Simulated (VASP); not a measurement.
# HgTe (F-43m) in VASP: further runs

HgTe is run at these levels: PBEsol; tasks: single point.

All numbers are computed with VASP 6.6.1; they aren't measurements. Logs are shortened: lines on timing, memory, paths and dates and some standing lists are left out, and cuts for length are marked.

## 1. The cell of the first run

It takes space group F-43m (No. 216, cubic). The conventional cell has a = 6.511 Å, b = 6.511 Å, c = 6.511 Å, α = 90.00°, β = 90.00°, γ = 90.00°. Hg (site symmetry -43m) has 4 Te at 2.82 Å within 3.7 Å. Within 3.7 Å of Te (site symmetry -43m) lie 4 Hg at 2.82 Å.

## 2. Single point, PBEsol

INCAR reads:

```
SYSTEM = HgTe
PREC = Accurate ; ENCUT = 520
EDIFF = 1E-7 ; ISMEAR = 0
SIGMA = 0.1 ; LREAL = .FALSE.
LASPH = .TRUE. ; NELM = 80
ALGO = Normal ; ISIF = 2
LWAVE = .FALSE. ; LCHARG = .FALSE.
GGA = PS ; NBANDS = 16
```

KPOINTS reads:

```
Automatic mesh
0
G
  12 12 12
  0 0 0
```

POSCAR reads:

```
HgTe
1.0
    0.0000000000      3.2556397101      3.2556397101
    3.2556397101      0.0000000000      3.2556397101
    3.2556397101      3.2556397101      0.0000000000
Hg Te
1 1
Direct
    0.0000000000      0.0000000000      0.0000000000
    0.2500000000      0.2500000000      0.2500000000
```

Potentials or basis: VASP PAW PBE potentials, release 64 (Hg, Te).

Started as:

```sh
$ cat potpaw_PBE.64/Hg/POTCAR potpaw_PBE.64/Te/POTCAR > POTCAR
$ mpirun -np 1 vasp_std > vasp.out
```

OUTCAR:

```text
SYSTEM = HgTe
   PREC = Accurate
   ENCUT = 520
   EDIFF = 1E-7
   ISMEAR = 0
   LREAL = .FALSE.
   LASPH = .TRUE.
   NELM = 80
   ISIF = 2
   GGA = PS

 ion  position               nearest neighbor table
   1  0.000  0.000  0.000-   2 2.82   2 2.82   2 2.82   2 2.82
   2  0.250  0.250  0.250-   1 2.82   1 2.82   1 2.82   1 2.82

  LATTYP: Found a face centered cubic cell.
 ALAT       =     6.5112794202

  Lattice vectors:

 A1 = (   0.0000000000,   3.2556397101,   3.2556397101)
 A2 = (   3.2556397101,   0.0000000000,   3.2556397101)
 A3 = (   3.2556397101,   3.2556397101,   0.0000000000)

Analysis of symmetry for initial positions (statically):
=====================================================================
 Subroutine PRICEL returns:
 Original cell was already a primitive cell.

 Routine SETGRP: Setting up the symmetry group for a
 face centered cubic supercell.

 Subroutine GETGRP returns: Found 24 space group operations
 (whereof 24 operations were pure point group operations)
 out of a pool of 48 trial point group operations.

The static configuration has the point symmetry T_d .

Analysis of symmetry for dynamics (positions and initial velocities):
=====================================================================
 Subroutine PRICEL returns:
 Original cell was already a primitive cell.

 Routine SETGRP: Setting up the symmetry group for a
 face centered cubic supercell.

 Subroutine GETGRP returns: Found 24 space group operations
 (whereof 24 operations were pure point group operations)
 out of a pool of 48 trial point group operations.

The dynamic configuration has the point symmetry T_d .

 Subroutine INISYM returns: Found 24 space group operations
 (whereof 24 operations are pure point group operations),
 and found     1 'primitive' translations

----------------------------------------------------------------------------------------

                                     Primitive cell

  volume of cell :      69.0143

  direct lattice vectors                    reciprocal lattice vectors
     0.000000000  3.255639710  3.255639710    -0.153579648  0.153579648  0.153579648
     3.255639710  0.000000000  3.255639710     0.153579648 -0.153579648  0.153579648
     3.255639710  3.255639710  0.000000000     0.153579648  0.153579648 -0.153579648

  length of vectors
     4.604169832  4.604169832  4.604169832     0.266007753  0.266007753  0.266007753

  position of ions in fractional coordinates (direct lattice)
     0.000000000  0.000000000  0.000000000
     0.250000000  0.250000000  0.250000000

  ion indices of the primitive-cell ions
   primitive index   ion index
                 1           1
                 2           2

----------------------------------------------------------------------------------------

 KPOINTS: Automatic mesh

Automatic generation of k-mesh.
 Grid dimensions read from file:
 generate k-points for:   12   12   12

 Generating k-lattice:

  Cartesian coordinates                     Fractional coordinates (reciprocal lattice)
    -0.012798304  0.012798304  0.012798304     0.083333333  0.000000000  0.000000000
     0.012798304 -0.012798304  0.012798304     0.000000000  0.083333333  0.000000000
     0.012798304  0.012798304 -0.012798304     0.000000000  0.000000000  0.083333333

  Length of vectors
     0.022167313  0.022167313  0.022167313

  Shift w.r.t. Gamma in fractional coordinates (k-lattice)
     0.000000000  0.000000000  0.000000000

 Subroutine IBZKPT returns following result:
 ===========================================

 Found     72 irreducible k-points:

 Following reciprocal coordinates:
            Coordinates               Weight
  0.000000  0.000000  0.000000      1.000000
  0.083333  0.000000  0.000000      8.000000
  0.166667  0.000000  0.000000      8.000000
  0.250000  0.000000  0.000000      8.000000
  0.333333  0.000000  0.000000      8.000000
  0.416667  0.000000  0.000000      8.000000
[... 16 lines left out ...]
  0.500000  0.166667  0.000000     24.000000
 -0.416667  0.166667  0.000000     24.000000
 [... further k-points ...]
   k-points           NKPTS =     72   k-points in BZ     NKDIM =     72   number of bands    NBANDS=     16
   number of dos      NEDOS =    301   number of ions     NIONS =      2
   total plane-waves  NPLWV =  46656
   dimension x,y,z NGX =    36 NGY =   36 NGZ =   36
   dimension x,y,z NGXF=    72 NGYF=   72 NGZF=   72
   ions per type =               1   1
   NGX,Y,Z   is equivalent  to a cutoff of  13.00, 13.00, 13.00 a.u.
   NGXF,Y,Z  is equivalent  to a cutoff of  26.00, 26.00, 26.00 a.u.
 SYSTEM =  HgTe
   PREC   = accura    normal or accurate (medium, high low for compatibility)
   ISTART =      0    job   : 0-new  1-cont  2-samecut
   ICHARG =      2    charge: 1-file 2-atom 10-const
   ISPIN  =      1    spin polarized calculation?
   LNONCOLLINEAR =      F non collinear calculations
   LSORBIT =      F    spin-orbit coupling
   LASPH  =      T    aspherical Exc in radial PAW
   ENCUT  =  520.0 eV  38.22 Ry    6.18 a.u.   8.56  8.56  8.56*2*pi/ulx,y,z
   NELM   =     80;   NELMIN=  2; NELMDL= -5     # of ELM steps
   EDIFF  = 0.1E-06   stopping-criterion for ELM
   LREAL  =      F    real-space projection
   EDIFFG = 0.1E-05   stopping-criterion for IOM
   NSW    =      0    number of steps for IOM
   IBRION =     -1    ionic relax: 0-MD 1-quasi-New 2-CG
   NFREE  =      0    steps in history (QN), initial steepest desc. (CG)
   ISIF   =      2    stress and relaxation
   ISYM   =      2    0-nonsym 1-usesym 2-fastsym
   POTIM  = 0.5000    time-step for ionic-motion
   TEBEG  =    0.0;   TEEND  =   0.0 temperature during run
   PSTRESS=    0.0 pullay stress
   NELECT =      18.0000    total number of electrons
   NUPDOWN=      -1.0000    fix difference up-down
   EMIN   =  10.00;   EMAX   =-10.00  energy-range for DOS
   EFERMI =   0.00;   METHOD = LEGACY
   ISMEAR =     0;   SIGMA  =   0.10  broadening in eV -4-tet -1-fermi 0-gaus
   EFERMI_NEDOS =   21; number of points for ismear=-14 and -15
   IALGO  =     38    algorithm
   IMIX   =      4    mixing-type and parameters
     AMIX     =   0.40;   BMIX     =  1.00
     AMIX_MAG =   1.60;   BMIX_MAG =  1.00
  volume/ion in A,a.u.               =      34.51       232.87
  Fermi-wavevector in a.u.,A,eV,Ry     =   1.045970  1.976597 14.885505  1.094054
  Thomas-Fermi vector in A             =   2.180789
   LORBIT       =      0    0 simple, 1 ext, 2 COOP (PROOUT), +10 PAW based schemes
   GGA     = PS    functional components
   LHFCALC =     F    Hartree Fock is set to
   AEXX    =    0.0000 exact exchange contribution
   IVDW    =     0    specifies the selected vdW correction
   LEPSILON=     F    determine dielectric tensor
   LRPA    =     F    only Hartree local field effects (RPA)
 non-spin polarized calculation
 Gauss-broadening in eV      SIGMA  =   0.10
  energy-cutoff  :      520.00
  volume of cell :       69.01
 maximum number of plane-waves:      1880
 NGX is ok and might be reduce to    36
   NGX = 17   NGY = 17   NGZ = 17

 number of electron      18.0000002 magnetization

 Free energy of the ion-electron system (eV)
  ---------------------------------------------------
  ext. energy  EPLUGINS =         0.00000000
  ---------------------------------------------------
  free energy    TOTEN  =        -4.37736272 eV

  energy without entropy =       -4.37720637  energy(sigma->0) =       -4.37728454

 E-fermi :   2.7870     XC(G=0):  -8.8379

 val. band max:        2.7229868291   @ k =   0.0000   0.0000   0.0000
 cond. band min:       3.1121443118   @ k =   0.0833   0.0000   0.0000
 fundamental gap:      0.3891574827
 Fermi energy:         2.7869698832

 k-point     1 :       0.0000    0.0000    0.0000
  band No.  band energies     occupation
      1      -9.1453      2.00000
      2      -4.4957      2.00000
      3      -4.4957      2.00000
      4      -4.4957      2.00000
      5      -3.9860      2.00000
      6      -3.9860      2.00000
[... 8 lines left out ...]
     15      12.2290      0.00000
     16      12.2290      0.00000

 k-point     2 :       0.0833    0.0000    0.0000
  band No.  band energies     occupation
      1      -9.1116      2.00000
      2      -4.4862      2.00000
      3      -4.4862      2.00000
      4      -4.4843      2.00000
      5      -3.9871      2.00000
      6      -3.9871      2.00000
[... 8 lines left out ...]
     15      11.6576      0.00000
     16      11.6576      0.00000

 k-point     3 :       0.1667    0.0000    0.0000
  band No.  band energies     occupation
      1      -9.0172      2.00000
      2      -4.4610      2.00000
      3      -4.4610      2.00000
      4      -4.4413      2.00000
      5      -3.9888      2.00000
      6      -3.9888      2.00000
[... 8 lines left out ...]
     15      11.2286      0.00000
     16      11.2286      0.00000

 k-point     4 :       0.2500    0.0000    0.0000
  band No.  band energies     occupation
      1      -8.8830      2.00000
      2      -4.4290      2.00000
      3      -4.4290      2.00000
      4      -4.3435      2.00000
      5      -3.9872      2.00000
      6      -3.9872      2.00000
[... 8 lines left out ...]
     15      11.1693      0.00000
     16      11.1693      0.00000
[... 324 lines left out ...]
 k-point    22 :       0.4167    0.1667    0.0000
  band No.  band energies     occupation
      1      -8.6257      2.00000
      2      -4.3775      2.00000
      3      -4.3332      2.00000
      4      -4.1294      2.00000
      5      -3.9564      2.00000
      6      -3.9191      2.00000
[... 8 lines left out ...]
     15      12.0295      0.00000
     16      12.7916      0.00000

 k-point    23 :       0.5000    0.1667    0.0000
  band No.  band energies     occupation
      1      -8.5490      2.00000
      2      -4.3614      2.00000
      3      -4.3257      2.00000
      4      -4.0368      2.00000
      5      -3.9613      2.00000
      6      -3.7292      2.00000
[... 8 lines left out ...]
     15      12.2419      0.00000
     16      12.8195      0.00000

 k-point    24 :      -0.4167    0.1667    0.0000
  band No.  band energies     occupation
      1      -8.5389      2.00000
      2      -4.3553      2.00000
      3      -4.3327      2.00000
      4      -4.0025      2.00000
      5      -3.9756      2.00000
      6      -3.6809      2.00000
[... 8 lines left out ...]
     15      11.9938      0.00000
     16      12.1783      0.00000

 [... further k-points ...]

------------------------ aborting loop because EDIFF is reached ----------------------------------------

  FORCE on cell =-STRESS in cart. coord.  units (eV):
  Direction    XX          YY          ZZ          XY          YZ          ZX
  --------------------------------------------------------------------------------------
  -------------------------------------------------------------------------------------
  Total        0.0286896      0.0286896      0.0286896     -0.0000000      0.0000000      0.0000000
  in kB        0.6660338      0.6660338      0.6660338     -0.0000000      0.0000000      0.0000000
  external PRESSURE =       0.6660338 kB  Pullay stress =       0.0000000 kB

 VOLUME and BASIS-vectors are now :
 -----------------------------------------------------------------------------
  energy-cutoff  :      520.00
  volume of cell :       69.01
      direct lattice vectors                 reciprocal lattice vectors
     0.000000000  3.255639710  3.255639710    -0.153579648  0.153579648  0.153579648
     3.255639710  0.000000000  3.255639710     0.153579648 -0.153579648  0.153579648
     3.255639710  3.255639710  0.000000000     0.153579648  0.153579648 -0.153579648

 POSITION                                       TOTAL-FORCE (eV/Angst)
 -----------------------------------------------------------------------------------
      0.00000      0.00000      0.00000         0.000000     -0.000000     -0.000000
      1.62782      1.62782      1.62782        -0.000000      0.000000      0.000000
 -----------------------------------------------------------------------------------
    total drift:                               -0.000000     -0.000000     -0.000000

  FREE ENERGIE OF THE ION-ELECTRON SYSTEM (eV)
  ---------------------------------------------------
  free  energy   TOTEN  =        -4.3773627164 eV

  energy  without entropy=       -4.3772063660  energy(sigma->0) =       -4.37728454
```

Wall time 60 s (1 thread of Intel Xeon Platinum 8488C (Sapphire Rapids), shared host); peak memory 0.25 GiB.

What came out:

```yaml
Free_energy: -4.3774 eV
Pressure: 0.1 GPa
Band_gap_on_the_k_mesh: zero (filled and empty bands touch)
```

Caveat: the PAW data sets were made with another functional, which shifts forces and pressure a little; spin-orbit coupling is left out, which moves the levels of the heavy elements.

(Part 1 of 2 ends here.)
